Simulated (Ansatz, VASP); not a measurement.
One calculation of PtSe2, two programs

```xyz
3
Lattice="3.7278 0.0000 0.0000 -1.8639 3.2284 0.0000 0.0000 0.0000 5.0313" Properties=species:S:1:pos:R:3 pbc="T T T"
Pt    0.0000    0.0000    0.0000
Se    0.0000    2.1522    1.3092
Se    1.8639    1.0761    3.7221
```

Alike in both runs: task electric field gradients; functional PBEsol; k mesh 14 × 14 × 9; occupations fermi-dirac, width 0.05 eV; no spin polarisation.

|  | VASP | Ansatz |
| --- | --- | --- |
| version | VASP 6.6.1 | Ansatz 0.2.0 |
| potentials or method | VASP PAW PBE potentials, release 64 (Pt, Se) | plane-wave PAW, scalar-relativistic |
| plane-wave cutoff (eV) | 520 | 420 |
| valence electrons in the cell | 22 | 50 |

|  | VASP | Ansatz | Ansatz less VASP |
| --- | --- | --- | --- |
| pressure (GPa) | -0.7 | -0.8 | -0.06 |
| traceless stress, the component that is largest in VASP (GPa) | -1.42 | -1.40 | +0.026 |
| rms of the force components (eV/Å) | 0.101 | 0.108 | +0.0062 |
| size of Vzz on the site where it differs most (V/Å²) | 129.1 | 90.3 | -38.79 |

VASP's potentials were made for PBE, not for PBEsol. Atom by atom the forces differ by 0.006 eV/Å (rms over components). VASP's potentials hold 22 valence electrons a cell and Ansatz's 50, so a difference there can come from the potentials and not from the codes.

Spin-orbit coupling is off throughout.
